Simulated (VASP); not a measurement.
InSb3, 4 atoms in the cell. The structure is tetragonal, space group P4/mmm (No. 123). Conventional cell: a = 4.909 Å, b = 4.909 Å, c = 4.620 Å, α = 90.00°, β = 90.00°, γ = 90.00°. In (site symmetry 4/mmm) has 12 Sb at 3.37 to 3.47 Å within 4.4 Å. Within 4.4 Å of Sb (site symmetry mmm) lie 4 In at 3.37 Å and 8 Sb at 3.37 to 3.47 Å. Sb (site symmetry 4/mmm) has 8 Sb at 3.37 Å and 4 In at 3.47 Å within 4.4 Å. 

| Quantity | Value |
| --- | --- |
| Program | VASP 6.6.1 |
| Task | single point |
| Functional | PBEsol |
| Potentials or basis | VASP PAW PBE potentials, release 64 (In_d, Sb) |
| Cutoff | 520 eV |
| k mesh | 10 × 10 × 10 |
| Occupations | gaussian, width 0.15 eV |
| Spin | no spin polarisation |
| Dipole correction | no |
| Further INCAR settings | ALGO = Normal; EDIFF = 1e-06; NBANDS = 22 |

Potentials or basis: VASP PAW PBE potentials, release 64 (In_d, Sb).

Command:

```sh
$ cat potpaw_PBE.64/In_d/POTCAR potpaw_PBE.64/Sb/POTCAR > POTCAR
$ mpirun -np 1 vasp_std > vasp.out
```

Hardware: 1 thread of Intel(R) Xeon(R) 6975P-C (Granite Rapids), on a shared host.

**Question.** Estimate the wall time of this run.

**Answer.** Run time: 120 s on 1 thread of Intel(R) Xeon(R) 6975P-C (Granite Rapids), on a shared host, peak memory 0.43 GiB. Counts: scf iterations 10, k points 126.
